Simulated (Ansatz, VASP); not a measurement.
**One calculation of Pb, two programs**

```
CELL_PARAMETERS angstrom
0.00000 2.43755 2.43755
2.43755 0.00000 2.43755
2.43755 2.43755 0.00000
ATOMIC_POSITIONS crystal
Pb 0.00000 0.00000 0.00000
```

Alike in both runs: task single point; functional LDA; k mesh 11 × 11 × 11; occupations gaussian, width 0.6 eV; no spin polarisation.

```csv
,VASP,Ansatz
version,VASP 6.6.1,Ansatz 0.2.0
potentials or method,"VASP PAW LDA potentials, release 64 (Pb_d), cutoff 520 eV","plane waves (420 eV) with PAW, scalar-relativistic"
valence electrons in the cell,14,14
```

|  | VASP | Ansatz | Ansatz less VASP |
| --- | --- | --- | --- |
| pressure (GPa) | 0.3 | 0.3 | -0.04 |

Ansatz warns that its potentials were made for another functional, while VASP's fit it. LDA's correlation is that of Perdew and Zunger in VASP and of Perdew and Wang (1992) in Ansatz.

Spin-orbit coupling is off throughout.
